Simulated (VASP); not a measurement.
Set up this calculation in VASP 6.6.1, as the native input.

| Quantity | Value |
| --- | --- |
| Task | relaxation of cell and atoms |
| Functional | BLYP |
| Potentials or basis | VASP PAW PBE potentials, release 64 (B) |
| Cutoff | 600 eV |
| k mesh | 11 × 11 × 15 |
| Occupations | fermi-dirac, width 0.1 eV |
| Spin | no spin polarisation |
| Dipole correction | no |
| Further INCAR settings | ALGO = Normal; EDIFF = 1e-07; IBRION = 2; EDIFFG = -0.01; NSW = 80; ISIF = 3 |

The structure of B lies in POSCAR:

```
B
1.0
    3.3333482670      0.0000000000      0.0000000000
   -1.6666741335      2.8867642789      0.0000000000
    0.0000000000      0.0000000000      2.0433424877
B
3
Direct
    0.0000000000      0.0000000000      0.0000000000
    0.3333333333      0.6666666667      0.5000000000
    0.6666666667      0.3333333333      0.5000000000
```

One way to write it, as run:

INCAR

```
AGGAC    = 1.0          
AGGAX    = 1.0          
ALDAC    = 0.0          
ALDAX    = 1.0          
ALGO     = Normal         # electronic algorithm
EDIFF    = 1E-7           # SCF threshold, eV
EDIFFG   = -0.01          # ionic threshold
ENCUT    = 600            # plane-wave cutoff, eV
GGA      = B5             # functional
IBRION   = 2              # ionic algorithm
ISIF     = 3              # what is computed and relaxed
ISMEAR   = -1             # smearing method
LASPH    = True           # aspherical terms in the spheres
LCHARG   = False          # write CHGCAR
LREAL    = False          # projectors in reciprocal space
LWAVE    = False          # write WAVECAR
NELM     = 80             # most SCF steps
NSW      = 80             # ionic steps
PREC     = Accurate       # precision mode
SIGMA    = 0.1            # smearing width, eV
```

KPOINTS

```
k-points
0
Gamma
  11 11 15
```

Potentials or basis: VASP PAW PBE potentials, release 64 (B).

Run with:

```sh
$ cat potpaw_PBE.64/B/POTCAR > POTCAR
$ mpirun -np 1 vasp_std > vasp.out
```

Results of the run:

```json
{"Relaxed volume": "6.96 Å³/atom", "Relaxed cell": "a = 2.885 Å, b = 2.885 Å, c = 2.896 Å, α = 90.00°, β = 90.00°, γ = 120.00°", "Space group after relaxing (to 0.05 Å)": "P6/mmm (No. 191)", "Energy gained by relaxing": "773.4 meV/atom", "Ionic steps": "19", "Pressure after relaxing": "0.2 GPa"}
```

Caveat: the PAW data sets were made with another functional, which shifts forces and pressure a little.

Run time: 6.8 min on 1 thread of Intel Xeon 8259CL, with other jobs on the host, peak memory 0.15 GiB.
